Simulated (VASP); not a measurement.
# AgI (F-43m) in VASP: notebook

The runs below take AgI through single point, with PBE.

Program: VASP 6.6.1. These are calculated values, not measurements. Logs are shortened: lines on timing, memory, paths and dates and some standing lists are left out, and cuts for length are marked.

### Step 1. The cell of the first run

It takes space group F-43m (No. 216, cubic). The conventional cell has a = 6.626 Å, b = 6.626 Å, c = 6.626 Å, α = 90.00°, β = 90.00°, γ = 90.00°. Ag (site symmetry -43m) has 4 I at 2.87 Å within 3.8 Å. I (site symmetry -43m) has 4 Ag at 2.87 Å within 3.8 Å.

### Step 2. Single point, PBE

The input, INCAR:

```
SYSTEM = AgI
  PREC = Accurate
  ENCUT = 500
  EDIFF = 1E-6
  ISMEAR = 0
  SIGMA = 0.05
  LREAL = .FALSE.
  LASPH = .TRUE.
  NELM = 120
  ALGO = Normal
  ISIF = 2
  LWAVE = .FALSE.
  LCHARG = .FALSE.
  GGA = PE
  NBANDS = 16
  GGA_COMPAT = .FALSE.
```

The input, KPOINTS:

```
Automatic mesh
0
G
  10 10 10
  0 0 0
```

The input, POSCAR:

```
AgI
1.0
    0.0000000000      3.3128479699      3.3128479699
    3.3128479699      0.0000000000      3.3128479699
    3.3128479699      3.3128479699      0.0000000000
Ag I
1 1
Direct
    0.0000000000      0.0000000000      0.0000000000
    0.7500000000      0.7500000000      0.7500000000
```

Potentials or basis: VASP PAW PBE potentials, release 64 (Ag, I).

Launch:

```sh
$ cat potpaw_PBE.64/Ag/POTCAR potpaw_PBE.64/I/POTCAR > POTCAR
$ mpirun -np 1 vasp_std > vasp.out
```

OUTCAR:

```text
SYSTEM = AgI
   PREC = Accurate
   ENCUT = 500
   EDIFF = 1E-6
   ISMEAR = 0
   LREAL = .FALSE.
   LASPH = .TRUE.
   NELM = 120
   ISIF = 2
   GGA = PE

 ion  position               nearest neighbor table
   1  0.000  0.000  0.000-   2 2.87   2 2.87   2 2.87   2 2.87
   2  0.750  0.750  0.750-   1 2.87   1 2.87   1 2.87   1 2.87

  LATTYP: Found a face centered cubic cell.
 ALAT       =     6.6256959398

  Lattice vectors:

 A1 = (   0.0000000000,   3.3128479699,   3.3128479699)
 A2 = (   3.3128479699,   0.0000000000,   3.3128479699)
 A3 = (   3.3128479699,   3.3128479699,   0.0000000000)

Analysis of symmetry for initial positions (statically):
=====================================================================
 Subroutine PRICEL returns:
 Original cell was already a primitive cell.

 Routine SETGRP: Setting up the symmetry group for a
 face centered cubic supercell.

 Subroutine GETGRP returns: Found 24 space group operations
 (whereof 24 operations were pure point group operations)
 out of a pool of 48 trial point group operations.

The static configuration has the point symmetry T_d .

Analysis of symmetry for dynamics (positions and initial velocities):
=====================================================================
 Subroutine PRICEL returns:
 Original cell was already a primitive cell.

 Routine SETGRP: Setting up the symmetry group for a
 face centered cubic supercell.

 Subroutine GETGRP returns: Found 24 space group operations
 (whereof 24 operations were pure point group operations)
 out of a pool of 48 trial point group operations.

The dynamic configuration has the point symmetry T_d .

 Subroutine INISYM returns: Found 24 space group operations
 (whereof 24 operations are pure point group operations),
 and found     1 'primitive' translations

----------------------------------------------------------------------------------------

                                     Primitive cell

  volume of cell :      72.7168

  direct lattice vectors                    reciprocal lattice vectors
     0.000000000  3.312847970  3.312847970    -0.150927542  0.150927542  0.150927542
     3.312847970  0.000000000  3.312847970     0.150927542 -0.150927542  0.150927542
     3.312847970  3.312847970  0.000000000     0.150927542  0.150927542 -0.150927542

  length of vectors
     4.685074529  4.685074529  4.685074529     0.261414170  0.261414170  0.261414170

  position of ions in fractional coordinates (direct lattice)
     0.000000000  0.000000000  0.000000000
     0.750000000  0.750000000  0.750000000

  ion indices of the primitive-cell ions
   primitive index   ion index
                 1           1
                 2           2

----------------------------------------------------------------------------------------

 KPOINTS: Automatic mesh

Automatic generation of k-mesh.
 Grid dimensions read from file:
 generate k-points for:   10   10   10

 Generating k-lattice:

  Cartesian coordinates                     Fractional coordinates (reciprocal lattice)
    -0.015092754  0.015092754  0.015092754     0.100000000  0.000000000  0.000000000
     0.015092754 -0.015092754  0.015092754     0.000000000  0.100000000  0.000000000
     0.015092754  0.015092754 -0.015092754     0.000000000  0.000000000  0.100000000

  Length of vectors
     0.026141417  0.026141417  0.026141417

  Shift w.r.t. Gamma in fractional coordinates (k-lattice)
     0.000000000  0.000000000  0.000000000

 Subroutine IBZKPT returns following result:
 ===========================================

 Found     47 irreducible k-points:

 Following reciprocal coordinates:
            Coordinates               Weight
  0.000000  0.000000  0.000000      1.000000
  0.100000  0.000000  0.000000      8.000000
  0.200000  0.000000  0.000000      8.000000
  0.300000  0.000000  0.000000      8.000000
  0.400000  0.000000  0.000000      8.000000
  0.500000  0.000000  0.000000      4.000000
[... 16 lines left out ...]
  0.300000  0.300000  0.000000      6.000000
  0.400000  0.300000  0.000000     24.000000
 [... further k-points ...]
   k-points           NKPTS =     47   k-points in BZ     NKDIM =     47   number of bands    NBANDS=     16
   number of dos      NEDOS =    301   number of ions     NIONS =      2
   total plane-waves  NPLWV =  46656
   dimension x,y,z NGX =    36 NGY =   36 NGZ =   36
   dimension x,y,z NGXF=    72 NGYF=   72 NGZF=   72
   ions per type =               1   1
   NGX,Y,Z   is equivalent  to a cutoff of  12.77, 12.77, 12.77 a.u.
   NGXF,Y,Z  is equivalent  to a cutoff of  25.55, 25.55, 25.55 a.u.
 SYSTEM =  AgI
   PREC   = accura    normal or accurate (medium, high low for compatibility)
   ISTART =      0    job   : 0-new  1-cont  2-samecut
   ICHARG =      2    charge: 1-file 2-atom 10-const
   ISPIN  =      1    spin polarized calculation?
   LNONCOLLINEAR =      F non collinear calculations
   LSORBIT =      F    spin-orbit coupling
   LASPH  =      T    aspherical Exc in radial PAW
   ENCUT  =  500.0 eV  36.75 Ry    6.06 a.u.   8.54  8.54  8.54*2*pi/ulx,y,z
   NELM   =    120;   NELMIN=  2; NELMDL= -5     # of ELM steps
   EDIFF  = 0.1E-05   stopping-criterion for ELM
   LREAL  =      F    real-space projection
   EDIFFG = 0.1E-04   stopping-criterion for IOM
   NSW    =      0    number of steps for IOM
   IBRION =     -1    ionic relax: 0-MD 1-quasi-New 2-CG
   NFREE  =      0    steps in history (QN), initial steepest desc. (CG)
   ISIF   =      2    stress and relaxation
   ISYM   =      2    0-nonsym 1-usesym 2-fastsym
   POTIM  = 0.5000    time-step for ionic-motion
   TEBEG  =    0.0;   TEEND  =   0.0 temperature during run
   PSTRESS=    0.0 pullay stress
   NELECT =      18.0000    total number of electrons
   NUPDOWN=      -1.0000    fix difference up-down
   EMIN   =  10.00;   EMAX   =-10.00  energy-range for DOS
   EFERMI =   0.00;   METHOD = LEGACY
   ISMEAR =     0;   SIGMA  =   0.05  broadening in eV -4-tet -1-fermi 0-gaus
   EFERMI_NEDOS =   21; number of points for ismear=-14 and -15
   IALGO  =     38    algorithm
   IMIX   =      4    mixing-type and parameters
     AMIX     =   0.40;   BMIX     =  1.00
     AMIX_MAG =   1.60;   BMIX_MAG =  1.00
  volume/ion in A,a.u.               =      36.36       245.36
  Fermi-wavevector in a.u.,A,eV,Ry     =   1.027908  1.942464 14.375840  1.056594
  Thomas-Fermi vector in A             =   2.161877
   LORBIT       =      0    0 simple, 1 ext, 2 COOP (PROOUT), +10 PAW based schemes
   GGA     = PE    functional components
   LHFCALC =     F    Hartree Fock is set to
   AEXX    =    0.0000 exact exchange contribution
   IVDW    =     0    specifies the selected vdW correction
   LEPSILON=     F    determine dielectric tensor
   LRPA    =     F    only Hartree local field effects (RPA)
 non-spin polarized calculation
 Gauss-broadening in eV      SIGMA  =   0.05
  energy-cutoff  :      500.00
  volume of cell :       72.72
 maximum number of plane-waves:      1865
 NGX is ok and might be reduce to    36
   NGX = 17   NGY = 17   NGZ = 17

 number of electron      18.0000004 magnetization

 Free energy of the ion-electron system (eV)
  ---------------------------------------------------
  ext. energy  EPLUGINS =         0.00000000
  ---------------------------------------------------
  free energy    TOTEN  =        -4.79216935 eV

  energy without entropy =       -4.79216935  energy(sigma->0) =       -4.79216935

 E-fermi :   2.7538     XC(G=0):  -8.1547

 val. band max:        2.4816682464   @ k =   0.0000   0.0000   0.0000
 cond. band min:       3.8267110899   @ k =   0.0000   0.0000   0.0000
 fundamental gap:      1.3450428435
 Fermi energy:         2.7538068143

 k-point     1 :       0.0000    0.0000    0.0000
  band No.  band energies     occupation
      1     -10.0029      2.00000
      2      -1.3905      2.00000
      3      -1.3905      2.00000
      4      -1.3905      2.00000
      5      -0.3436      2.00000
      6      -0.3436      2.00000
[... 8 lines left out ...]
     15      12.4614      0.00000
     16      12.4614      0.00000

 k-point     2 :       0.1000    0.0000    0.0000
  band No.  band energies     occupation
      1      -9.9806      2.00000
      2      -1.4021      2.00000
      3      -1.3744      2.00000
      4      -1.3744      2.00000
      5      -0.3457      2.00000
      6      -0.3457      2.00000
[... 8 lines left out ...]
     15      12.0490      0.00000
     16      12.0490      0.00000

 k-point     3 :       0.2000    0.0000    0.0000
  band No.  band energies     occupation
      1      -9.9212      2.00000
      2      -1.4194      2.00000
      3      -1.3327      2.00000
      4      -1.3327      2.00000
      5      -0.3476      2.00000
      6      -0.3476      2.00000
[... 8 lines left out ...]
     15      11.7075      0.00000
     16      12.0859      0.00000

 k-point     4 :       0.3000    0.0000    0.0000
  band No.  band energies     occupation
      1      -9.8457      2.00000
      2      -1.4031      2.00000
      3      -1.2832      2.00000
      4      -1.2832      2.00000
      5      -0.3410      2.00000
      6      -0.3410      2.00000
[... 8 lines left out ...]
     15      11.8928      0.00000
     16      11.8928      0.00000

 k-point     5 :       0.4000    0.0000    0.0000
  band No.  band energies     occupation
      1      -9.7828      2.00000
      2      -1.3318      2.00000
      3      -1.2456      2.00000
      4      -1.2456      2.00000
      5      -0.3260      2.00000
      6      -0.3260      2.00000
[... 8 lines left out ...]
     15      12.5991      0.00000
     16      12.5991      0.00000

 k-point     6 :       0.5000    0.0000    0.0000
  band No.  band energies     occupation
      1      -9.7584      2.00000
      2      -1.2740      2.00000
      3      -1.2320      2.00000
      4      -1.2320      2.00000
      5      -0.3174      2.00000
      6      -0.3174      2.00000
[... 8 lines left out ...]
     15      13.2557      0.00000
     16      13.2557      0.00000

 k-point     7 :       0.1000    0.1000    0.0000
  band No.  band energies     occupation
      1      -9.9732      2.00000
      2      -1.4215      2.00000
      3      -1.3608      2.00000
      4      -1.3608      2.00000
      5      -0.3568      2.00000
      6      -0.3364      2.00000
[... 8 lines left out ...]
     15      12.0781      0.00000
     16      12.5134      0.00000

 k-point     8 :       0.2000    0.1000    0.0000
  band No.  band energies     occupation
      1      -9.9261      2.00000
      2      -1.4458      2.00000
      3      -1.3243      2.00000
      4      -1.3191      2.00000
      5      -0.3675      2.00000
      6      -0.3306      2.00000
[... 8 lines left out ...]
     15      12.3203      0.00000
     16      12.7003      0.00000

 k-point     9 :       0.3000    0.1000    0.0000
  band No.  band energies     occupation
      1      -9.8559      2.00000
      2      -1.4391      2.00000
      3      -1.2787      2.00000
      4      -1.2663      2.00000
      5      -0.3666      2.00000
      6      -0.3234      2.00000
[... 8 lines left out ...]
     15      12.3577      0.00000
     16      12.5081      0.00000
[... 172 lines left out ...]
 k-point    19 :       0.5000    0.2000    0.0000
  band No.  band energies     occupation
      1      -9.7314      2.00000
      2      -1.3705      2.00000
      3      -1.1428      2.00000
      4      -1.1062      2.00000
      5      -0.3245      2.00000
      6      -0.3092      2.00000
[... 8 lines left out ...]
     15      13.3383      0.00000
     16      13.6018      0.00000

 k-point    20 :      -0.4000    0.2000    0.0000
  band No.  band energies     occupation
      1      -9.7262      2.00000
      2      -1.2895      2.00000
      3      -1.1596      2.00000
      4      -1.1228      2.00000
      5      -0.3600      2.00000
      6      -0.3347      2.00000
[... 8 lines left out ...]
     15      12.3964      0.00000
     16      13.5175      0.00000

 k-point    21 :      -0.3000    0.2000    0.0000
  band No.  band energies     occupation
      1      -9.7604      2.00000
      2      -1.2780      2.00000
      3      -1.2453      2.00000
      4      -1.2050      2.00000
      5      -0.3615      2.00000
      6      -0.3211      2.00000
[... 8 lines left out ...]
     15      12.7289      0.00000
     16      13.7868      0.00000

 k-point    22 :      -0.2000    0.2000    0.0000
  band No.  band energies     occupation
      1      -9.8198      2.00000
      2      -1.3839      2.00000
      3      -1.2624      2.00000
      4      -1.2591      2.00000
      5      -0.3721      2.00000
      6      -0.3146      2.00000
[... 8 lines left out ...]
     15      12.7715      0.00000
     16      13.6808      0.00000

 k-point    23 :       0.3000    0.3000    0.0000
  band No.  band energies     occupation
      1      -9.7937      2.00000
      2      -1.5705      2.00000
      3      -1.1396      2.00000
      4      -1.1396      2.00000
      5      -0.3943      2.00000
      6      -0.2943      2.00000
[... 8 lines left out ...]
     15      12.8857      0.00000
     16      15.1360      0.00000

 k-point    24 :       0.4000    0.3000    0.0000
  band No.  band energies     occupation
      1      -9.7441      2.00000
      2      -1.5656      2.00000
      3      -1.0757      2.00000
      4      -1.0698      2.00000
      5      -0.3645      2.00000
      6      -0.2871      2.00000
[... 8 lines left out ...]
     15      13.1704      0.00000
     16      14.9112      0.00000

 [... further k-points ...]

------------------------ aborting loop because EDIFF is reached ----------------------------------------

  FORCE on cell =-STRESS in cart. coord.  units (eV):
  Direction    XX          YY          ZZ          XY          YZ          ZX
  --------------------------------------------------------------------------------------
  -------------------------------------------------------------------------------------
  Total       -0.0052735     -0.0052735     -0.0052735      0.0000000      0.0000000      0.0000000
  in kB       -0.1161910     -0.1161910     -0.1161910      0.0000000      0.0000000      0.0000000
  external PRESSURE =      -0.1161910 kB  Pullay stress =       0.0000000 kB

 VOLUME and BASIS-vectors are now :
 -----------------------------------------------------------------------------
  energy-cutoff  :      500.00
  volume of cell :       72.72
      direct lattice vectors                 reciprocal lattice vectors
     0.000000000  3.312847970  3.312847970    -0.150927542  0.150927542  0.150927542
     3.312847970  0.000000000  3.312847970     0.150927542 -0.150927542  0.150927542
     3.312847970  3.312847970  0.000000000     0.150927542  0.150927542 -0.150927542

 POSITION                                       TOTAL-FORCE (eV/Angst)
 -----------------------------------------------------------------------------------
      0.00000      0.00000      0.00000        -0.000000     -0.000000     -0.000000
      4.96927      4.96927      4.96927         0.000000      0.000000      0.000000
 -----------------------------------------------------------------------------------
    total drift:                               -0.000000     -0.000000     -0.000000

  FREE ENERGIE OF THE ION-ELECTRON SYSTEM (eV)
  ---------------------------------------------------
  free  energy   TOTEN  =        -4.7921693474 eV

  energy  without entropy=       -4.7921693474  energy(sigma->0) =       -4.79216935
```

Wall time 49 s (1 thread of AMD EPYC 7R43 (Zen 3), shared host); peak memory 0.2 GiB.

Results:

```yaml
Free_energy: -4.7922 eV
Pressure: 0.0 GPa
Band_gap_on_the_k_mesh: 1.34 eV
```

Levels at points of the mesh, in eV from the valence-band top:
```
           k point  band 7  band 8  band 9  band 10  band 11  band 12
(0.00, 0.00, 0.00)    0.00    0.00    0.00     1.35     5.85     5.85
(0.50, 0.00, 0.00)   -2.70   -0.64   -0.64     2.79     6.31     6.31
(0.50, 0.50, 0.00)   -2.39   -1.59   -1.59     3.78     3.86     8.31
```

Caveat: spin-orbit coupling is left out, which moves the levels of the heavy elements.

### Step 3. Single point, PBE (37.09 Å³/atom)

This run uses another cell than the first one, of 37.09 Å³/atom.

The input, INCAR:

```
SYSTEM = AgI
ALGO = Normal
EDIFF = 1E-6
ENCUT = 500
GGA = PE
GGA_COMPAT = .False.
ISIF = 2
ISMEAR = 0
LASPH = .True.
LCHARG = .False.
LREAL = .False.
LWAVE = .False.
NBANDS = 16
NELM = 120
PREC = Accurate
SIGMA = 0.05
```

The input, KPOINTS:

```
k-points
0
Gamma
  10 10 10
  0 0 0
```

The input, POSCAR:

```
AgI
1.0
    0.0000000000      3.3347879998      3.3347879998
    3.3347879998      0.0000000000      3.3347879998
    3.3347879998      3.3347879998      0.0000000000
Ag I
1 1
Direct
    0.0000000000      0.0000000000      0.0000000000
    0.7500000000      0.7500000000      0.7500000000
```

Potentials or basis: VASP PAW PBE potentials, release 64 (Ag, I).

Launch:

```sh
$ cat potpaw_PBE.64/Ag/POTCAR potpaw_PBE.64/I/POTCAR > POTCAR
$ mpirun -np 1 vasp_std > vasp.out
```

Wall time 49 s (1 thread of AMD EPYC 7R43 (Zen 3), shared host); peak memory 0.2 GiB.

It converged, with:

* Free energy: -4.7898 eV
* Pressure: -0.5 GPa
* Band gap on the k mesh: 1.35 eV

Levels at points of the mesh, in eV from the valence-band top:
```tsv
k point	band 5	band 6	band 7	band 8	band 9	band 10	band 11	band 12	band 13	band 14
(0.00, 0.00, 0.00)	-2.75	-2.75	0.00	0.00	0.00	1.35	5.88	5.88	5.88	8.85
(0.50, 0.00, 0.00)	-2.73	-2.73	-2.63	-0.62	-0.62	2.80	6.33	6.33	7.06	9.17
(0.50, 0.50, 0.00)	-2.68	-2.65	-2.32	-1.54	-1.54	3.83	3.86	8.26	9.37	9.37
```

Caveat: spin-orbit coupling is left out, which moves the levels of the heavy elements. A hybrid or GW would open this gap; PBE tends to underestimate it.

[end of part 1 of 2]
